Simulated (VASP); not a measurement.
# P (Pmma) in VASP: further runs

The runs below take P through single point, with PBE.

All numbers are computed with VASP 6.6.1; they aren't measurements. Logs are shortened: lines on timing, memory, paths and dates and some standing lists are left out, and cuts for length are marked.

## (1) The cell of the first run

It takes space group Pmma (No. 51, orthorhombic). The conventional cell has a = 3.441 Å, b = 7.444 Å, c = 3.607 Å, α = 90.00°, β = 90.00°, γ = 90.00°. P (site symmetry mm2) has 6 P at 2.29 to 2.72 Å within 3.0 Å. Within 3.1 Å of P (site symmetry m) lie 6 P at 2.32 to 2.68 Å.

## (2) Single point, PBE

The input, INCAR:

```
SYSTEM = P
PREC = Accurate
ENCUT = 520
EDIFF = 1E-6
ISMEAR = 0
SIGMA = 0.1
LREAL = .FALSE.
LASPH = .TRUE.
NELM = 80
ALGO = Normal
ISIF = 2
LWAVE = .FALSE.
LCHARG = .FALSE.
GGA = PE
NBANDS = 24
```

The input, KPOINTS:

```
Automatic mesh
0
G
  6 2 6
  0 0 0
```

The input, POSCAR:

```
P
1.0
    3.4414189418      0.0000000000      0.0000000000
    0.0000000000      7.4441680560      0.0000000000
    0.0000000000      0.0000000000      3.6073715555
P
6
Direct
    0.2500000000      0.0000000000      0.7914979815
    0.7500000000      0.0000000000      0.2085020185
    0.7500000000      0.6701491996      0.2851962347
    0.2500000000      0.3298508004      0.7148037653
    0.2500000000      0.6701491996      0.7148037653
    0.7500000000      0.3298508004      0.2851962347
```

Potentials or basis: VASP PAW PBE potentials, release 64 (P).

Run with:

```bash
$ cat potpaw_PBE.64/P/POTCAR > POTCAR
$ mpirun -np 1 vasp_std > vasp.out
```

OUTCAR:

```text
SYSTEM = P
   PREC = Accurate
   ENCUT = 520
   EDIFF = 1E-6
   ISMEAR = 0
   LREAL = .FALSE.
   LASPH = .TRUE.
   NELM = 80
   ISIF = 2
   GGA = PE

 ion  position               nearest neighbor table
   1  0.250  0.000  0.791-   2 2.29   2 2.29   5 2.47   4 2.47   2 2.72   2 2.72
   2  0.750  0.000  0.209-   1 2.29   1 2.29   6 2.47   3 2.47   1 2.72   1 2.72
   3  0.750  0.670  0.285-   5 2.32   5 2.32   2 2.47   6 2.53   5 2.68   5 2.68
   4  0.250  0.330  0.715-   6 2.32   6 2.32   1 2.47   5 2.53   6 2.68   6 2.68
   5  0.250  0.670  0.715-   3 2.32   3 2.32   1 2.47   4 2.53   3 2.68   3 2.68
   6  0.750  0.330  0.285-   4 2.32   4 2.32   2 2.47   3 2.53   4 2.68   4 2.68

  LATTYP: Found a simple orthorhombic cell.
 ALAT       =     3.4414189418
 B/A-ratio  =     1.0482221480
 C/A-ratio  =     2.1631100955

  Lattice vectors:

 A1 = (  -3.4414189418,   0.0000000000,   0.0000000000)
 A2 = (   0.0000000000,   0.0000000000,   3.6073715555)
 A3 = (   0.0000000000,   7.4441680560,   0.0000000000)

Analysis of symmetry for initial positions (statically):
=====================================================================
 Subroutine PRICEL returns:
 Original cell was already a primitive cell.

 Routine SETGRP: Setting up the symmetry group for a
 simple orthorhombic supercell.

 Subroutine GETGRP returns: Found  8 space group operations
 (whereof  4 operations were pure point group operations)
 out of a pool of  8 trial point group operations.

The static configuration has the point symmetry C_2h.
 The point group associated with its full space group is D_2h.

Analysis of symmetry for dynamics (positions and initial velocities):
=====================================================================
 Subroutine PRICEL returns:
 Original cell was already a primitive cell.

 Routine SETGRP: Setting up the symmetry group for a
 simple orthorhombic supercell.

 Subroutine GETGRP returns: Found  8 space group operations
 (whereof  4 operations were pure point group operations)
 out of a pool of  8 trial point group operations.

The dynamic configuration has the point symmetry C_2h.
 The point group associated with its full space group is D_2h.

 Subroutine INISYM returns: Found  8 space group operations
 (whereof  4 operations are pure point group operations),
 and found     1 'primitive' translations

----------------------------------------------------------------------------------------

                                     Primitive cell

  volume of cell :      92.4155

  direct lattice vectors                    reciprocal lattice vectors
[... 102 lines left out ...]
   ISYM   =      2    0-nonsym 1-usesym 2-fastsym
   POTIM  = 0.5000    time-step for ionic-motion
   TEBEG  =    0.0;   TEEND  =   0.0 temperature during run
   PSTRESS=    0.0 pullay stress
   NELECT =      30.0000    total number of electrons
   NUPDOWN=      -1.0000    fix difference up-down
   EMIN   =  10.00;   EMAX   =-10.00  energy-range for DOS
   EFERMI =   0.00;   METHOD = LEGACY
   ISMEAR =     0;   SIGMA  =   0.10  broadening in eV -4-tet -1-fermi 0-gaus
   EFERMI_NEDOS =   21; number of points for ismear=-14 and -15
   IALGO  =     38    algorithm
   IMIX   =      4    mixing-type and parameters
     AMIX     =   0.40;   BMIX     =  1.00
     AMIX_MAG =   1.60;   BMIX_MAG =  1.00
  volume/ion in A,a.u.               =      15.40       103.94
  Fermi-wavevector in a.u.,A,eV,Ry     =   1.125124  2.126176 17.223670  1.265904
  Thomas-Fermi vector in A             =   2.261799
   LORBIT       =      0    0 simple, 1 ext, 2 COOP (PROOUT), +10 PAW based schemes
   GGA     = PE    functional components
   LHFCALC =     F    Hartree Fock is set to
   AEXX    =    0.0000 exact exchange contribution
   IVDW    =     0    specifies the selected vdW correction
   LEPSILON=     F    determine dielectric tensor
   LRPA    =     F    only Hartree local field effects (RPA)
 non-spin polarized calculation
 Gauss-broadening in eV      SIGMA  =   0.10
  energy-cutoff  :      520.00
  volume of cell :       92.42
 maximum number of plane-waves:      2516
 NGX is ok and might be reduce to    28
   NGX = 13   NGY = 27   NGZ = 13

 number of electron      30.0000001 magnetization

 Free energy of the ion-electron system (eV)
  ---------------------------------------------------
  ext. energy  EPLUGINS =         0.00000000
  ---------------------------------------------------
  free energy    TOTEN  =       -31.70666397 eV

  energy without entropy =      -31.69695599  energy(sigma->0) =      -31.70180998

 E-fermi :   9.2124     XC(G=0): -10.9976

 val. band max:        9.1942586549   @ k =   0.0000   0.5000   0.3333
 cond. band min:       9.2354216357   @ k =   0.0000   0.5000   0.1667
 fundamental gap:      0.0411629809
 Fermi energy:         9.2123926851

 k-point     1 :       0.0000    0.0000    0.0000
  band No.  band energies     occupation
      1      -7.2143      2.00000
      2      -4.9401      2.00000
      3      -4.9087      2.00000
      4       1.3254      2.00000
      5       3.0762      2.00000
      6       3.2262      2.00000
[... 637 lines left out ...]
     23      14.8622      0.00000
     24      14.8622      0.00000

 [... further k-points ...]

------------------------ aborting loop because EDIFF is reached ----------------------------------------

  FORCE on cell =-STRESS in cart. coord.  units (eV):
  Direction    XX          YY          ZZ          XY          YZ          ZX
  --------------------------------------------------------------------------------------
  -------------------------------------------------------------------------------------
  Total       -0.1286744     -0.1866731     -0.0888891      0.0000000      0.0000000      0.0000000
  in kB       -2.2307874     -3.2362915     -1.5410424      0.0000000      0.0000000      0.0000000
  external PRESSURE =      -2.3360404 kB  Pullay stress =       0.0000000 kB

 VOLUME and BASIS-vectors are now :
 -----------------------------------------------------------------------------
  energy-cutoff  :      520.00
  volume of cell :       92.42
      direct lattice vectors                 reciprocal lattice vectors
     3.441418942  0.000000000  0.000000000     0.290577816  0.000000000  0.000000000
     0.000000000  7.444168056  0.000000000     0.000000000  0.134333346  0.000000000
     0.000000000  0.000000000  3.607371555     0.000000000  0.000000000  0.277210147

 POSITION                                       TOTAL-FORCE (eV/Angst)
 -----------------------------------------------------------------------------------
      0.86035      0.00000      2.85523         0.000000      0.000000      0.015505
      2.58106      0.00000      0.75214        -0.000000      0.000000     -0.015505
      2.58106      4.98870      1.02881         0.000000      0.006419      0.000667
      0.86035      2.45546      2.57856        -0.000000     -0.006419     -0.000667
      0.86035      4.98870      2.57856        -0.000000      0.006419     -0.000667
      2.58106      2.45546      1.02881         0.000000     -0.006419      0.000667
 -----------------------------------------------------------------------------------
    total drift:                               -0.000000      0.000000     -0.000000

  FREE ENERGIE OF THE ION-ELECTRON SYSTEM (eV)
  ---------------------------------------------------
  free  energy   TOTEN  =       -31.7066639710 eV

  energy  without entropy=      -31.6969559889  energy(sigma->0) =      -31.70180998
```

Wall time 28 s (1 thread of Intel Xeon Platinum 8488C (Sapphire Rapids), shared host); peak memory 0.21 GiB.

Results:

* Free energy: -31.7067 eV
* Pressure: -0.2 GPa
* Largest force: 0.016 eV/Å
* Band gap on the k mesh: zero (band 15 reaches 10.47 eV, above the bottom of band 16 at 6.93 eV)

Forces on the atoms (eV/Å):
```
P    0.000  0.000  0.016
P    0.000  0.000 -0.016
P    0.000  0.006  0.001
P    0.000 -0.006 -0.001
P    0.000  0.006 -0.001
P    0.000 -0.006  0.001
```

Levels at points of the mesh, in eV from the Fermi level:
```
           k point  band 12  band 13  band 14  band 15  band 16  band 17  band 18  band 19
(0.00, 0.00, 0.00)    -3.50    -3.49    -3.45     0.40     1.30     1.46     2.24     2.51
(0.50, 0.00, 0.00)    -2.71    -2.12    -2.12    -0.99    -0.99    -0.03    -0.03     1.16
(0.00, 0.50, 0.00)    -2.60    -2.53    -2.36    -0.66    -0.43     0.84     1.00     3.18
(0.50, 0.50, 0.00)    -2.66    -1.82    -1.82    -0.59    -0.59     0.80     0.80     2.19
(0.00, 0.00, 0.50)    -2.96    -2.04    -1.22    -1.12    -0.02     0.44     0.69     1.25
(0.50, 0.00, 0.50)    -6.48    -2.24    -2.24    -2.09    -2.09     2.95     2.95     3.43
(0.00, 0.50, 0.50)    -0.99    -0.96    -0.86    -0.76    -0.48     0.80     1.32     1.55
(0.50, 0.50, 0.50)    -5.30    -5.29    -5.29     0.49     0.49     2.54     2.54     3.25
```

Caveat: the k points lie up to 0.42 Å⁻¹ apart.

## (3) Single point, PBE

This run uses another cell than the first one, of 15.86 Å³/atom, 1.030 times its volume.

The input, INCAR:

```
PREC     = Accurate       # precision mode
ENCUT    = 520            # plane-wave cutoff, eV
EDIFF    = 1E-6           # SCF threshold, eV
ISMEAR   = 0              # smearing method
SIGMA    = 0.1            # smearing width, eV
LREAL    = False          # projectors in reciprocal space
LASPH    = True           # aspherical terms in the spheres
NELM     = 80             # most SCF steps
ALGO     = Normal         # electronic algorithm
ISIF     = 2              # what is computed and relaxed
LWAVE    = False          # write WAVECAR
LCHARG   = True           # write CHGCAR
GGA      = PE             # functional
LELF     = True           # ELF
LVHAR    = True         
NBANDS   = 24             # bands
```

The input, KPOINTS:

```
regular mesh
0
Gamma
  6 4 6
```

The input, POSCAR:

```
P
1.0
    3.4306061729      0.0000000000      0.0000000000
    0.0000000000      7.5915346884      0.0000000000
    0.0000000000      0.0000000000      3.6547091235
P
6
Direct
    0.2500000000      0.0000000000      0.7920003878
    0.7500000000      0.0000000000      0.2079996122
    0.7500000000      0.6753249431      0.2943505080
    0.2500000000      0.3246750569      0.7056494920
    0.2500000000      0.6753249431      0.7056494920
    0.7500000000      0.3246750569      0.2943505080
```

Potentials or basis: VASP PAW PBE potentials, release 64 (P).

Run with:

```bash
$ cat potpaw_PBE.64/P/POTCAR > POTCAR
$ mpirun -np 1 vasp_std > vasp.out
```

OUTCAR:

```text
PREC = Accurate
   ENCUT = 520
   EDIFF = 1E-6
   ISMEAR = 0
   LREAL = False
   LASPH = True
   NELM = 80
   ISIF = 2
   GGA = PE

 ion  position               nearest neighbor table
   1  0.250  0.000  0.792-   2 2.29   2 2.29   5 2.48   4 2.48   2 2.74   2 2.74
   2  0.750  0.000  0.208-   1 2.29   1 2.29   6 2.48   3 2.48   1 2.74   1 2.74
   3  0.750  0.675  0.294-   5 2.28   5 2.28   2 2.48   6 2.66   5 2.75   5 2.75
   4  0.250  0.325  0.706-   6 2.28   6 2.28   1 2.48   5 2.66   6 2.75   6 2.75
   5  0.250  0.675  0.706-   3 2.28   3 2.28   1 2.48   4 2.66   3 2.75   3 2.75
   6  0.750  0.325  0.294-   4 2.28   4 2.28   2 2.48   3 2.66   4 2.75   4 2.75

  LATTYP: Found a simple orthorhombic cell.
 ALAT       =     3.4306061729
 B/A-ratio  =     1.0653245926
 C/A-ratio  =     2.2128843434

  Lattice vectors:

 A1 = (  -3.4306061729,   0.0000000000,   0.0000000000)
 A2 = (   0.0000000000,   0.0000000000,   3.6547091235)
 A3 = (   0.0000000000,   7.5915346884,   0.0000000000)

Analysis of symmetry for initial positions (statically):
=====================================================================
 Subroutine PRICEL returns:
 Original cell was already a primitive cell.

 Routine SETGRP: Setting up the symmetry group for a
 simple orthorhombic supercell.

 Subroutine GETGRP returns: Found  8 space group operations
 (whereof  4 operations were pure point group operations)
 out of a pool of  8 trial point group operations.

The static configuration has the point symmetry C_2h.
 The point group associated with its full space group is D_2h.

Analysis of symmetry for dynamics (positions and initial velocities):
=====================================================================
 Subroutine PRICEL returns:
 Original cell was already a primitive cell.

 Routine SETGRP: Setting up the symmetry group for a
 simple orthorhombic supercell.

 Subroutine GETGRP returns: Found  8 space group operations
[... 134 lines left out ...]
  Fermi-wavevector in a.u.,A,eV,Ry     =   1.114117  2.105376 16.888325  1.241257
  Thomas-Fermi vector in A             =   2.250709
   LORBIT       =      0    0 simple, 1 ext, 2 COOP (PROOUT), +10 PAW based schemes
   GGA     = PE    functional components
   LHFCALC =     F    Hartree Fock is set to
   AEXX    =    0.0000 exact exchange contribution
   IVDW    =     0    specifies the selected vdW correction
   LEPSILON=     F    determine dielectric tensor
   LRPA    =     F    only Hartree local field effects (RPA)
 non-spin polarized calculation
 Gauss-broadening in eV      SIGMA  =   0.10
  energy-cutoff  :      520.00
  volume of cell :       95.18
 maximum number of plane-waves:      2584
 NGX is ok and might be reduce to    28
   NGX = 13   NGY = 29   NGZ = 13

 number of electron      29.9999999 magnetization

 Free energy of the ion-electron system (eV)
  ---------------------------------------------------
  ext. energy  EPLUGINS =         0.00000000
  ---------------------------------------------------
  free energy    TOTEN  =       -31.68470424 eV

  energy without entropy =      -31.67855041  energy(sigma->0) =      -31.68162733

 E-fermi :   8.6970     XC(G=0): -10.8527

 val. band max:        8.6878533661   @ k =   0.1667   0.5000   0.1667
 cond. band min:       8.7143807654   @ k =   0.5000   0.2500   0.5000
 fundamental gap:      0.0265273993
 Fermi energy:         8.6969527911

 k-point     1 :       0.0000    0.0000    0.0000
  band No.  band energies     occupation
      1      -7.4232      2.00000
      2      -5.4073      2.00000
      3      -5.1058      2.00000
      4       1.0390      2.00000
      5       2.6717      2.00000
      6       2.7294      2.00000
[... 637 lines left out ...]
     23      13.2908      0.00000
     24      13.2914      0.00000

 [... further k-points ...]

------------------------ aborting loop because EDIFF is reached ----------------------------------------

  FORCE on cell =-STRESS in cart. coord.  units (eV):
  Direction    XX          YY          ZZ          XY          YZ          ZX
  --------------------------------------------------------------------------------------
  -------------------------------------------------------------------------------------
  Total       -0.2879793     -0.1520360     -0.0557449      0.0000000      0.0000000      0.0000000
  in kB       -4.8475081     -2.5591968     -0.9383453      0.0000000      0.0000000      0.0000000
  external PRESSURE =      -2.7816834 kB  Pullay stress =       0.0000000 kB

 VOLUME and BASIS-vectors are now :
 -----------------------------------------------------------------------------
  energy-cutoff  :      520.00
  volume of cell :       95.18
      direct lattice vectors                 reciprocal lattice vectors
     3.430606173  0.000000000  0.000000000     0.291493675  0.000000000  0.000000000
     0.000000000  7.591534688  0.000000000     0.000000000  0.131725671  0.000000000
     0.000000000  0.000000000  3.654709123     0.000000000  0.000000000  0.273619587

 POSITION                                       TOTAL-FORCE (eV/Angst)
 -----------------------------------------------------------------------------------
      0.85765      0.00000      2.89453        -0.000000      0.000000      0.043204
      2.57295      0.00000      0.76018         0.000000      0.000000     -0.043204
      2.57295      5.12675      1.07577        -0.000000      0.004995      0.050321
      0.85765      2.46478      2.57894        -0.000000     -0.004995     -0.050321
      0.85765      5.12675      2.57894        -0.000000      0.004995     -0.050321
      2.57295      2.46478      1.07577        -0.000000     -0.004995      0.050321
 -----------------------------------------------------------------------------------
    total drift:                                0.000000     -0.000000     -0.000000

  FREE ENERGIE OF THE ION-ELECTRON SYSTEM (eV)
  ---------------------------------------------------
  free  energy   TOTEN  =       -31.6847042392 eV

  energy  without entropy=      -31.6785504123  energy(sigma->0) =      -31.68162733
```

stdout:

```text
POSCAR found type information on POSCAR P
 POSCAR found :  1 types and       6 ions
 scaLAPACK will be used
 LDA part: xc-table for (Slater+PW92), standard interpolation
 POSCAR, INCAR and KPOINTS ok, starting setup
 FFT: planning ... GRIDC
 FFT: planning ... GRID_SOFT
 FFT: planning ... GRID
 WAVECAR not read
 entering main loop
```

Wall time 43 s (1 thread of Intel Xeon Platinum 8488C (Sapphire Rapids), shared host); peak memory 0.22 GiB.

Results:

| Item | Value |
| --- | --- |
| Free energy | -31.6847 eV |
| Pressure | -0.3 GPa |
| Largest force | 0.051 eV/Å |
| Band gap on the k mesh | zero (band 15 reaches 10.11 eV, above the bottom of band 16 at 6.65 eV) |

Forces on the atoms (eV/Å):
```
P    0.000  0.000  0.043
P    0.000  0.000 -0.043
P    0.000  0.005  0.050
P    0.000 -0.005 -0.050
P    0.000  0.005 -0.050
P    0.000 -0.005  0.050
```

Stress tensor (GPa, compression positive):
```
-0.48  0.00  0.00
 0.00 -0.26  0.00
 0.00  0.00 -0.09
```
